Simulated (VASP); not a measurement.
# Sc (P6_3/mmc) in VASP: a series of runs, part 2 of 2

VASP 6.6.1. The steps go on from the part before.

**5. Single point, PBE**

This run uses another cell than the first one, of 28.41 Å³/atom.

INCAR reads:

```
SYSTEM = Sc
ALGO = Fast
EDIFF = 1E-6
ENCUT = 520
GGA = PE
ISIF = 2
ISMEAR = 0
LASPH = .True.
LCHARG = .False.
LREAL = .False.
LWAVE = .False.
NBANDS = 18
NELM = 100
PREC = Accurate
SIGMA = 0.15
```

KPOINTS reads:

```
k-points
0
Gamma
  15 15 10
  0 0 0
```

POSCAR reads:

```
Sc
1.0
    3.4302000000      0.0000000000      0.0000000000
   -1.7151000000      2.9706403401      0.0000000000
    0.0000000000      0.0000000000      5.5756000000
Sc
2
Direct
    0.3333333333      0.6666666667      0.2500000000
    0.6666666667      0.3333333333      0.7500000000
```

Potentials or basis: VASP PAW PBE potentials, release 64 (Sc_sv).

Started as:

```
$ cat potpaw_PBE.64/Sc_sv/POTCAR > POTCAR
$ mpirun -np 1 vasp_std > vasp.out
```

OUTCAR:

```text
SYSTEM = Sc
   EDIFF = 1E-6
   ENCUT = 520
   GGA = PE
   ISIF = 2
   ISMEAR = 0
   LASPH = .True.
   LREAL = .False.
   NELM = 100
   PREC = Accurate

 ion  position               nearest neighbor table
   1  0.333  0.667  0.250-   2 3.42   2 3.42   2 3.42   2 3.42   2 3.42   2 3.42
   2  0.667  0.333  0.750-   1 3.42   1 3.42   1 3.42   1 3.42   1 3.42   1 3.42

  LATTYP: Found a hexagonal cell.
 ALAT       =     3.4302000000
 C/A-ratio  =     1.6254445805

  Lattice vectors:

 A1 = (   3.4302000000,   0.0000000000,   0.0000000000)
 A2 = (  -1.7151000000,   2.9706403401,   0.0000000000)
 A3 = (   0.0000000000,   0.0000000000,   5.5756000000)

Analysis of symmetry for initial positions (statically):
=====================================================================
 Subroutine PRICEL returns:
 Original cell was already a primitive cell.

 Routine SETGRP: Setting up the symmetry group for a
 hexagonal supercell.

 Subroutine GETGRP returns: Found 24 space group operations
 (whereof 12 operations were pure point group operations)
 out of a pool of 24 trial point group operations.

The static configuration has the point symmetry D_3d.
 The point group associated with its full space group is D_6h.

Analysis of symmetry for dynamics (positions and initial velocities):
=====================================================================
 Subroutine PRICEL returns:
 Original cell was already a primitive cell.

 Routine SETGRP: Setting up the symmetry group for a
 hexagonal supercell.

 Subroutine GETGRP returns: Found 24 space group operations
 (whereof 12 operations were pure point group operations)
 out of a pool of 24 trial point group operations.

The dynamic configuration has the point symmetry D_3d.
 The point group associated with its full space group is D_6h.

 Subroutine INISYM returns: Found 24 space group operations
 (whereof 12 operations are pure point group operations),
 and found     1 'primitive' translations

[... 110 lines left out ...]
   EFERMI_NEDOS =   21; number of points for ismear=-14 and -15
   IALGO  =     68    algorithm
   IMIX   =      4    mixing-type and parameters
     AMIX     =   0.40;   BMIX     =  1.00
     AMIX_MAG =   1.60;   BMIX_MAG =  1.00
  volume/ion in A,a.u.               =      28.41       191.70
  Fermi-wavevector in a.u.,A,eV,Ry     =   1.193242  2.254901 19.372349  1.423827
  Thomas-Fermi vector in A             =   2.329261
   LORBIT       =      0    0 simple, 1 ext, 2 COOP (PROOUT), +10 PAW based schemes
   GGA     = PE    functional components
   LHFCALC =     F    Hartree Fock is set to
   AEXX    =    0.0000 exact exchange contribution
   IVDW    =     0    specifies the selected vdW correction
   LEPSILON=     F    determine dielectric tensor
   LRPA    =     F    only Hartree local field effects (RPA)
 non-spin polarized calculation
 RMM-DIIS sequential band-by-band and
 Gauss-broadening in eV      SIGMA  =   0.15
  energy-cutoff  :      520.00
  volume of cell :       56.81
 maximum number of plane-waves:      1550
 NGX is ok and might be reduce to    28
   NGX = 13   NGY = 13   NGZ = 21

 number of electron      22.0000002 magnetization

 Free energy of the ion-electron system (eV)
  ---------------------------------------------------
  ext. energy  EPLUGINS =         0.00000000
  ---------------------------------------------------
  free energy    TOTEN  =       -12.36012572 eV

  energy without entropy =      -12.30318464  energy(sigma->0) =      -12.33165518

 E-fermi :   2.8953     XC(G=0):  -9.3263

 val. band max:        2.8926023680   @ k =   0.3333   0.0667   0.1000
 cond. band min:       2.8996229621   @ k =   0.1333   0.0667   0.2000
 fundamental gap:      0.0070205942
 Fermi energy:         2.8952868092

 k-point     1 :       0.0000    0.0000    0.0000
  band No.  band energies     occupation
      1     -46.9067      2.00000
      2     -46.8749      2.00000
      3     -25.6171      2.00000
      4     -25.4160      2.00000
      5     -25.4160      2.00000
      6     -25.3826      2.00000
[... 481 lines left out ...]
      5     -25.5023      2.00000
      6     -25.4950      2.00000
[... 10 lines left out ...]
     17       6.0561      0.00000
     18       6.0620      0.00000

 [... further k-points ...]
[... 5 lines left out ...]
  --------------------------------------------------------------------------------------
  -------------------------------------------------------------------------------------
  Total       -1.8564113     -1.8564113     -2.5646295     -0.0000000      0.0000000     -0.0000000
  in kB      -52.3508409    -52.3508409    -72.3226098     -0.0000000      0.0000000     -0.0000000
  external PRESSURE =     -59.0080972 kB  Pullay stress =       0.0000000 kB

 VOLUME and BASIS-vectors are now :
 -----------------------------------------------------------------------------
  energy-cutoff  :      520.00
  volume of cell :       56.81
      direct lattice vectors                 reciprocal lattice vectors
     3.430200000  0.000000000  0.000000000     0.291528191  0.168313879  0.000000000
    -1.715100000  2.970640340  0.000000000     0.000000000  0.336627759  0.000000000
     0.000000000  0.000000000  5.575600000     0.000000000  0.000000000  0.179352895

 POSITION                                       TOTAL-FORCE (eV/Angst)
 -----------------------------------------------------------------------------------
     -0.00000      1.98043      1.39390         0.000000     -0.000000      0.000000
      1.71510      0.99021      4.18170        -0.000000      0.000000      0.000000
 -----------------------------------------------------------------------------------
    total drift:                               -0.000000      0.000000     -0.000000

  FREE ENERGIE OF THE ION-ELECTRON SYSTEM (eV)
  ---------------------------------------------------
  free  energy   TOTEN  =       -12.3601257166 eV

  energy  without entropy=      -12.3031846414  energy(sigma->0) =      -12.33165518
```

OSZICAR:

```text
N       E                     dE             d eps       ncg     rms          rms(c)
DAV:   1     0.367314504638E+03    0.36731E+03   -0.10804E+04  5848   0.126E+03
DAV:   2     0.753107193178E+01   -0.35978E+03   -0.35204E+03  7256   0.535E+02
DAV:   3    -0.135887697847E+02   -0.21120E+02   -0.20243E+02  9590   0.153E+02
DAV:   4    -0.140243792747E+02   -0.43561E+00   -0.43334E+00  8786   0.202E+01
DAV:   5    -0.140308679101E+02   -0.64886E-02   -0.64856E-02 10010   0.266E+00    0.694E+00
RMM:   6    -0.124287432088E+02    0.16021E+01   -0.22355E+00  6044   0.185E+01    0.262E+00
RMM:   7    -0.123874292902E+02    0.41314E-01   -0.44909E+00  7694   0.145E+01    0.167E+00
RMM:   8    -0.123440356107E+02    0.43394E-01   -0.35325E-01  6240   0.698E+00    0.530E-01
RMM:   9    -0.123557592074E+02   -0.11724E-01   -0.20447E-01  8252   0.251E+00    0.140E-01
RMM:  10    -0.123589762034E+02   -0.32170E-02   -0.38733E-02  9094   0.900E-01    0.959E-02
RMM:  11    -0.123596253738E+02   -0.64917E-03   -0.10535E-02  7793   0.714E-01    0.453E-02
RMM:  12    -0.123599709357E+02   -0.34556E-03   -0.42287E-03  9618   0.299E-01    0.897E-03
RMM:  13    -0.123600991585E+02   -0.12822E-03   -0.12408E-03  8800   0.122E-01    0.134E-02
RMM:  14    -0.123601188974E+02   -0.19739E-04   -0.31285E-04  8488   0.677E-02    0.874E-03
RMM:  15    -0.123601222151E+02   -0.33177E-05   -0.90518E-05  8267   0.567E-02    0.130E-03
RMM:  16    -0.123601257677E+02   -0.35526E-05   -0.34664E-05  7386   0.250E-02    0.184E-03
RMM:  17    -0.123601257166E+02    0.51101E-07   -0.81150E-06  6940   0.171E-02
   1 F= -.12360126E+02 E0= -.12331655E+02  d E =-.569411E-01
```

Wall time 2.6 min (1 thread of Intel Xeon Platinum 8488C (Sapphire Rapids), shared host); peak memory 0.27 GiB.

What came out:

```yaml
Free_energy: -12.3601 eV
Pressure: -5.9 GPa
Band_gap_on_the_k_mesh: zero (bands 11 and 12 overlap by 1.08 eV)
```

Stress tensor (GPa, compression positive):
```
-5.24  0.00  0.00
 0.00 -5.24  0.00
 0.00  0.00 -7.23
```

Levels at points of the mesh, in eV from the Fermi level:
```tsv
k point	band 9	band 10	band 11	band 12	band 13	band 14
(0.00, 0.00, 0.00)	-4.85	-1.56	0.11	1.42	1.43	1.43
(0.00, 0.00, 0.50)	-3.54	-3.54	0.74	0.74	1.40	1.40
```

Caveat: the cell stands under tension.

**6. The runs side by side**

```tsv
cell	further INCAR settings	gap on the mesh (eV)	pressure (GPa)
a = 3.375, b = 3.375, c = 5.576 Å, angles 90.0, 90.0, 120.0°, 2 atoms	ALGO = Fast; EDIFF = 1e-06; NBANDS = 18	none	-4.7
a = 3.430, b = 3.430, c = 5.438 Å, angles 90.0, 90.0, 120.0°, 2 atoms	ALGO = Fast; EDIFF = 1e-06; NBANDS = 18	none	-5.1
a = 3.486, b = 3.486, c = 5.300 Å, angles 90.0, 90.0, 120.0°, 2 atoms	ALGO = Fast; EDIFF = 1e-07; NBANDS = 18	none	-5.4
a = 3.430, b = 3.430, c = 5.576 Å, angles 90.0, 90.0, 120.0°, 2 atoms	ALGO = Fast; EDIFF = 1e-06; NBANDS = 18	none	-5.9
```

Alike in all rows: task single point; level PBE; potentials or basis VASP PAW PBE potentials, release 64 (Sc_sv); no spin polarisation; k mesh 15 × 15 × 10; cutoff (eV) 520; smearing gaussian 0.15 eV.

Caveats: the cell stands under tension.

Total energies depend on the potentials used, so only differences within one code and one set of settings carry meaning.
